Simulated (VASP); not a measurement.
# Mg (P6_3/mmc) in VASP: a series of runs

Mg is run at these levels: PBEsol; tasks: single point, relaxation of cell and atoms.

Everything below comes from runs of VASP 6.6.1. Logs are shortened: lines on timing, memory, paths and dates and some standing lists are left out, and cuts for length are marked.

## 1. The cell of the first run

The structure is hexagonal, space group P6_3/mmc (No. 194). Conventional cell: a = 2.518 Å, b = 2.518 Å, c = 4.080 Å, α = 90.00°, β = 90.00°, γ = 120.00°. Within 3.3 Å of Mg (site symmetry -6m2) lie 12 Mg at 2.50 to 2.52 Å.

## 2. Single point, PBEsol

Contents of INCAR:

```
PREC     = Accurate       # precision mode
ENCUT    = 520            # plane-wave cutoff, eV
EDIFF    = 1E-7           # SCF threshold, eV
ISMEAR   = -1             # smearing method
SIGMA    = 0.1            # smearing width, eV
LREAL    = False          # projectors in reciprocal space
LASPH    = True           # aspherical terms in the spheres
NELM     = 60             # most SCF steps
ALGO     = Normal         # electronic algorithm
ISIF     = 2              # what is computed and relaxed
LWAVE    = False          # write WAVECAR
LCHARG   = False          # write CHGCAR
GGA      = PS             # functional
NBANDS   = 9              # bands
```

Contents of KPOINTS:

```
Automatic mesh
0
Gamma
  18 18 10
```

Contents of POSCAR:

```
Mg
1.0
    2.5180464864      0.0000000000      0.0000000000
   -1.2590232432      2.1806922252      0.0000000000
    0.0000000000      0.0000000000      4.0796469102
Mg
2
Direct
    0.3333333333      0.6666666667      0.2500000000
    0.6666666667      0.3333333333      0.7500000000
```

Potentials or basis: VASP PAW PBE potentials, release 64 (Mg).

Launch:

```sh
cat potpaw_PBE.64/Mg/POTCAR > POTCAR
mpirun -np 1 vasp_std > vasp.out
```

OUTCAR:

```text
PREC = Accurate
   ENCUT = 520
   EDIFF = 1E-7
   ISMEAR = -1
   LREAL = False
   LASPH = True
   NELM = 60
   ISIF = 2
   GGA = PS

 ion  position               nearest neighbor table
   1  0.333  0.667  0.250-   2 2.50   2 2.50   2 2.50   2 2.50   2 2.50   2 2.50   2 3.55   2 3.55
                             2 3.55   2 3.55   2 3.55   2 3.55
   2  0.667  0.333  0.750-   1 2.50   1 2.50   1 2.50   1 2.50   1 2.50   1 2.50   1 3.55   1 3.55
                             1 3.55   1 3.55   1 3.55   1 3.55

  LATTYP: Found a hexagonal cell.
 ALAT       =     2.5180464864
 C/A-ratio  =     1.6201634609

  Lattice vectors:

 A1 = (   2.5180464864,   0.0000000000,   0.0000000000)
 A2 = (  -1.2590232432,   2.1806922252,   0.0000000000)
 A3 = (   0.0000000000,   0.0000000000,   4.0796469102)

Analysis of symmetry for initial positions (statically):
=====================================================================
 Subroutine PRICEL returns:
 Original cell was already a primitive cell.

 Routine SETGRP: Setting up the symmetry group for a
 hexagonal supercell.

 Subroutine GETGRP returns: Found 24 space group operations
 (whereof 12 operations were pure point group operations)
 out of a pool of 24 trial point group operations.

The static configuration has the point symmetry D_3d.
 The point group associated with its full space group is D_6h.

Analysis of symmetry for dynamics (positions and initial velocities):
=====================================================================
 Subroutine PRICEL returns:
 Original cell was already a primitive cell.

 Routine SETGRP: Setting up the symmetry group for a
 hexagonal supercell.

 Subroutine GETGRP returns: Found 24 space group operations
 (whereof 12 operations were pure point group operations)
 out of a pool of 24 trial point group operations.

The dynamic configuration has the point symmetry D_3d.
 The point group associated with its full space group is D_6h.

 Subroutine INISYM returns: Found 24 space group operations
 (whereof 12 operations are pure point group operations),
 and found     1 'primitive' translations

----------------------------------------------------------------------------------------

                                     Primitive cell

  volume of cell :      22.4017

  direct lattice vectors                    reciprocal lattice vectors
     2.518046486  0.000000000  0.000000000     0.397133256  0.229284992  0.000000000
    -1.259023243  2.180692225  0.000000000     0.000000000  0.458569985  0.000000000
     0.000000000  0.000000000  4.079646910     0.000000000  0.000000000  0.245119252

  length of vectors
     2.518046486  2.518046486  4.079646910     0.458569985  0.458569985  0.245119252

  position of ions in fractional coordinates (direct lattice)
     0.333333333  0.666666667  0.250000000
     0.666666667  0.333333333  0.750000000

  ion indices of the primitive-cell ions
   primitive index   ion index
                 1           1
                 2           2

----------------------------------------------------------------------------------------

 KPOINTS: Automatic mesh

Automatic generation of k-mesh.
 Grid dimensions read from file:
 generate k-points for:   18   18   10

 Generating k-lattice:

  Cartesian coordinates                     Fractional coordinates (reciprocal lattice)
     0.022062959  0.012738055  0.000000000     0.055555556  0.000000000  0.000000000
     0.000000000  0.025476110  0.000000000     0.000000000  0.055555556  0.000000000
     0.000000000  0.000000000  0.024511925     0.000000000  0.000000000  0.100000000

  Length of vectors
     0.025476110  0.025476110  0.024511925

  Shift w.r.t. Gamma in fractional coordinates (k-lattice)
     0.000000000  0.000000000  0.000000000

 Subroutine IBZKPT returns following result:
 ===========================================

 Found    222 irreducible k-points:

 Following reciprocal coordinates:
            Coordinates               Weight
  0.000000  0.000000  0.000000      1.000000
  0.055556 -0.000000  0.000000      6.000000
  0.111111 -0.000000  0.000000      6.000000
  0.166667  0.000000  0.000000      6.000000
  0.222222 -0.000000  0.000000      6.000000
  0.277778  0.000000  0.000000      6.000000
[... 16 lines left out ...]
  0.333333  0.111111  0.000000     12.000000
  0.388889  0.111111  0.000000     12.000000
 [... further k-points ...]
   k-points           NKPTS =    222   k-points in BZ     NKDIM =    222   number of bands    NBANDS=      9
   number of dos      NEDOS =    301   number of ions     NIONS =      2
   total plane-waves  NPLWV =  12000
   dimension x,y,z NGX =    20 NGY =   20 NGZ =   30
   dimension x,y,z NGXF=    40 NGYF=   40 NGZF=   60
   ions per type =               2
   NGX,Y,Z   is equivalent  to a cutoff of  13.20, 13.20, 12.23 a.u.
   NGXF,Y,Z  is equivalent  to a cutoff of  26.41, 26.41, 24.45 a.u.
 SYSTEM =  unknown system
   PREC   = accura    normal or accurate (medium, high low for compatibility)
   ISTART =      0    job   : 0-new  1-cont  2-samecut
   ICHARG =      2    charge: 1-file 2-atom 10-const
   ISPIN  =      1    spin polarized calculation?
   LNONCOLLINEAR =      F non collinear calculations
   LSORBIT =      F    spin-orbit coupling
   LASPH  =      T    aspherical Exc in radial PAW
   ENCUT  =  520.0 eV  38.22 Ry    6.18 a.u.   4.68  4.68  7.59*2*pi/ulx,y,z
   NELM   =     60;   NELMIN=  2; NELMDL= -5     # of ELM steps
   EDIFF  = 0.1E-06   stopping-criterion for ELM
   LREAL  =      F    real-space projection
   EDIFFG = 0.1E-05   stopping-criterion for IOM
   NSW    =      0    number of steps for IOM
   IBRION =     -1    ionic relax: 0-MD 1-quasi-New 2-CG
   NFREE  =      0    steps in history (QN), initial steepest desc. (CG)
   ISIF   =      2    stress and relaxation
   ISYM   =      2    0-nonsym 1-usesym 2-fastsym
   POTIM  = 0.5000    time-step for ionic-motion
   TEBEG  =    0.0;   TEEND  =   0.0 temperature during run
   PSTRESS=    0.0 pullay stress
   NELECT =       4.0000    total number of electrons
   NUPDOWN=      -1.0000    fix difference up-down
   EMIN   =  10.00;   EMAX   =-10.00  energy-range for DOS
   EFERMI =   0.00;   METHOD = LEGACY
   ISMEAR =    -1;   SIGMA  =   0.10  broadening in eV -4-tet -1-fermi 0-gaus
   EFERMI_NEDOS =   21; number of points for ismear=-14 and -15
   IALGO  =     38    algorithm
   IMIX   =      4    mixing-type and parameters
     AMIX     =   0.40;   BMIX     =  1.00
     AMIX_MAG =   1.60;   BMIX_MAG =  1.00
  volume/ion in A,a.u.               =      11.20        75.59
  Fermi-wavevector in a.u.,A,eV,Ry     =   0.921866  1.742075 11.562740  0.849837
  Thomas-Fermi vector in A             =   2.047330
   LORBIT       =      0    0 simple, 1 ext, 2 COOP (PROOUT), +10 PAW based schemes
   GGA     = PS    functional components
   LHFCALC =     F    Hartree Fock is set to
   AEXX    =    0.0000 exact exchange contribution
   IVDW    =     0    specifies the selected vdW correction
   LEPSILON=     F    determine dielectric tensor
   LRPA    =     F    only Hartree local field effects (RPA)
 non-spin polarized calculation
  energy-cutoff  :      520.00
  volume of cell :       22.40
 maximum number of plane-waves:       620
 NGX is ok and might be reduce to    20
   NGX =  9   NGY =  9   NGZ = 15

 number of electron       4.0000000 magnetization

 Free energy of the ion-electron system (eV)
  ---------------------------------------------------
  ext. energy  EPLUGINS =         0.00000000
  ---------------------------------------------------
  free energy    TOTEN  =         0.62249787 eV

  energy without entropy =        0.63888823  energy(sigma->0) =        0.63069305

 E-fermi :   7.7078     XC(G=0): -11.1429

 val. band max:        7.6622940127   @ k =   0.3333  -0.0000   0.0000
 cond. band min:       7.7307502454   @ k =   0.2222   0.2222   0.1000
 fundamental gap:      0.0684562328
 Fermi energy:         7.7077874262

 k-point     1 :       0.0000    0.0000    0.0000
  band No.  band energies     occupation
      1      -2.8675      2.00000
      2       4.9020      2.00000
      3       6.4640      1.99999
      4      23.3003      0.00000
      5      23.3003      0.00000
      6      24.3658      0.00000
      7      25.1711      0.00000
      8      25.1711      0.00000
      9      28.7612      0.00000

 k-point     2 :       0.0556   -0.0000    0.0000
  band No.  band energies     occupation
      1      -2.7682      2.00000
      2       4.9775      2.00000
      3       6.5542      1.99998
      4      21.5834      0.00000
      5      22.9132      0.00000
      6      24.2022      0.00000
      7      25.5050      0.00000
      8      25.6271      0.00000
      9      28.1469      0.00000

 k-point     3 :       0.1111   -0.0000    0.0000
  band No.  band energies     occupation
      1      -2.4715      2.00000
      2       5.2043      2.00000
      3       6.8198      1.99972
      4      19.2333      0.00000
      5      22.2202      0.00000
      6      22.6628      0.00000
      7      25.7605      0.00000
      8      26.1827      0.00000
      9      26.5018      0.00000

 k-point     4 :       0.1667    0.0000    0.0000
  band No.  band energies     occupation
      1      -1.9812      2.00000
      2       5.5839      2.00000
      3       7.2451      1.98062
      4      16.8974      0.00000
      5      21.0678      0.00000
      6      21.5405      0.00000
      7      23.2817      0.00000
      8      26.5478      0.00000
      9      26.6523      0.00000
[... 205 lines left out ...]
 k-point    22 :       0.2778    0.1111    0.0000
  band No.  band energies     occupation
      1       0.8529      2.00000
      2       7.8985      0.25870
      3       8.7808      0.00004
      4      11.2914      0.00000
      5      15.3105      0.00000
      6      16.7948      0.00000
      7      20.8423      0.00000
      8      21.2411      0.00000
      9      25.8621      0.00000

 k-point    23 :       0.3333    0.1111    0.0000
  band No.  band energies     occupation
      1       2.0247      2.00000
      2       7.8753      0.31540
      3       8.9131      0.00001
      4      11.1508      0.00000
      5      14.6567      0.00000
      6      14.8938      0.00000
      7      19.9365      0.00000
      8      20.8060      0.00000
      9      25.7277      0.00000

 k-point    24 :       0.3889    0.1111    0.0000
  band No.  band energies     occupation
      1       3.3258      2.00000
      2       6.3953      2.00000
      3      10.0686      0.00000
      4      11.6031      0.00000
      5      13.2031      0.00000
      6      14.1502      0.00000
      7      19.3140      0.00000
      8      20.5457      0.00000
      9      25.6251      0.00000

 [... further k-points ...]

------------------------ aborting loop because EDIFF is reached ----------------------------------------

  FORCE on cell =-STRESS in cart. coord.  units (eV):
  Direction    XX          YY          ZZ          XY          YZ          ZX
  --------------------------------------------------------------------------------------
  -------------------------------------------------------------------------------------
  Total       14.3648548     14.3648548     14.3734496     -0.0000000      0.0000000      0.0000000
  in kB     1027.3800476   1027.3800477   1027.9947488     -0.0000000      0.0000000      0.0000000
  external PRESSURE =    1027.5849480 kB  Pullay stress =       0.0000000 kB

 VOLUME and BASIS-vectors are now :
 -----------------------------------------------------------------------------
  energy-cutoff  :      520.00
  volume of cell :       22.40
      direct lattice vectors                 reciprocal lattice vectors
     2.518046486  0.000000000  0.000000000     0.397133256  0.229284992  0.000000000
    -1.259023243  2.180692225  0.000000000     0.000000000  0.458569985  0.000000000
     0.000000000  0.000000000  4.079646910     0.000000000  0.000000000  0.245119252

 POSITION                                       TOTAL-FORCE (eV/Angst)
 -----------------------------------------------------------------------------------
     -0.00000      1.45379      1.01991        -0.000000      0.000000      0.000000
      1.25902      0.72690      3.05974         0.000000      0.000000      0.000000
 -----------------------------------------------------------------------------------
    total drift:                                0.000000     -0.000000      0.000000

  FREE ENERGIE OF THE ION-ELECTRON SYSTEM (eV)
  ---------------------------------------------------
  free  energy   TOTEN  =         0.6224978684 eV

  energy  without entropy=        0.6388882340  energy(sigma->0) =        0.63069305
```

It took 30 s on 1 thread of Intel Xeon Platinum 8488C (Sapphire Rapids), shared host; peak memory 0.16 GiB.

What came out:

```yaml
Free_energy: 0.6225 eV
Pressure: 102.8 GPa
Band_gap_on_the_k_mesh: zero (bands 2 and 3 overlap by 2.22 eV)
```

Levels at points of the mesh, in eV from the Fermi level:
```csv
k point,band 1,band 2,band 3,band 4,band 5,band 6,band 7
"(0.00, 0.00, 0.00)",-10.58,-2.81,-1.24,15.59,15.59,16.66,17.46
"(0.50, 0.00, 0.00)",-3.49,-2.78,3.03,4.17,5.04,6.04,11.86
"(0.00, 0.00, 0.50)",-8.33,-8.33,7.51,7.51,16.43,16.43,16.43
"(0.50, 0.00, 0.50)",-1.84,-1.84,-0.34,-0.34,10.53,10.53,13.13
```

Caveat: the cell stands under pressure; the PAW data sets were made with another functional, which shifts forces and pressure a little.

(Part 1 of 2 ends here.)

The gap in the log of VASP goes by the Fermi energy; the results here count the filled bands.